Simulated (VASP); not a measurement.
Si:

```xyz
8
Lattice="-3.3180 3.3180 3.3180 3.3180 -3.3180 3.3180 3.3180 3.3180 -3.3180" Properties=species:S:1:pos:R:3 pbc="T T T"
Si    0.6746    0.6746    0.6746
Si   -0.6746    2.6434    0.6746
Si    0.6746   -0.6746    2.6434
Si    2.6434    0.6746   -0.6746
Si    2.6434    2.6434    2.6434
Si    0.6746    3.9926   -0.6746
Si   -0.6746    0.6746    3.9926
Si    3.9926   -0.6746    0.6746
```

Base run:

| Item | Value |
| --- | --- |
| Program | VASP 6.6.1 |
| Functional | r2SCAN |
| Potentials or basis | VASP PAW PBE potentials, release 64 (Si) |
| Cutoff | 520 eV |
| k mesh | 10 × 10 × 10 |
| Occupations | fermi-dirac, width 0.05 eV |
| Spin | no spin polarisation |

Its results: band gap on the k mesh zero (bands 16 and 17 overlap by 0.13 eV); pressure -0.1 GPa; largest force 0.171 eV/Å.

The run is repeated on the same cell with these changes: functional from r2SCAN to PBEsol. What comes out?

Band gap on the k mesh zero (bands 16 and 17 overlap by 0.20 eV); pressure -1.1 GPa; largest force 0.051 eV/Å.

Caveats: semilocal functionals underestimate gaps, and a narrow one can read as zero; the PAW data sets were made with another functional, which shifts forces and pressure a little.
